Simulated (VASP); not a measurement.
GaP: single point with PBEsol

Crystal: GaP.

```xyz
2
Lattice="0.0000 2.7874 2.7874 2.7874 0.0000 2.7874 2.7874 2.7874 0.0000" Properties=species:S:1:pos:R:3 pbc="T T T"
Ga    0.0000    0.0000    0.0000
P     1.3937    1.3937    1.3937
```

```yaml
Program: VASP 6.6.1
Task: single point
Functional: PBEsol
Potentials_or_basis: VASP PAW PBE potentials, release 64 (Ga_d, P)
Cutoff: 520 eV
k_mesh: 6 × 6 × 6
Occupations: gaussian, width 0.01 eV
Spin: no spin polarisation
Dipole_correction: no
Further_INCAR_settings: ALGO = Normal; EDIFF = 1e-06; NBANDS = 16
```

- Pressure: -5.4 GPa
- Band gap on the k mesh: 1.20 eV, direct

Levels at points of the mesh, in eV from the valence-band top:
| k point | band 7 | band 8 | band 9 | band 10 | band 11 | band 12 |
| --- | --- | --- | --- | --- | --- | --- |
| (0.00, 0.00, 0.00) | 0.00 | 0.00 | 0.00 | 1.20 | 3.83 | 3.83 |
| (0.50, 0.00, 0.00) | -6.33 | -1.03 | -1.03 | 1.38 | 4.65 | 4.65 |
| (0.50, 0.50, 0.00) | -6.50 | -2.49 | -2.49 | 1.64 | 1.76 | 10.04 |

Wall time 12 s on 1 thread of Intel(R) Xeon(R) Platinum 8259CL CPU @ 2.50GHz (Skylake/Cascade Lake), with other jobs on the host, peak memory 0.16 GiB.

Caveat: the PAW data sets were made with another functional, which shifts forces and pressure a little. A k mesh can miss the band edges.
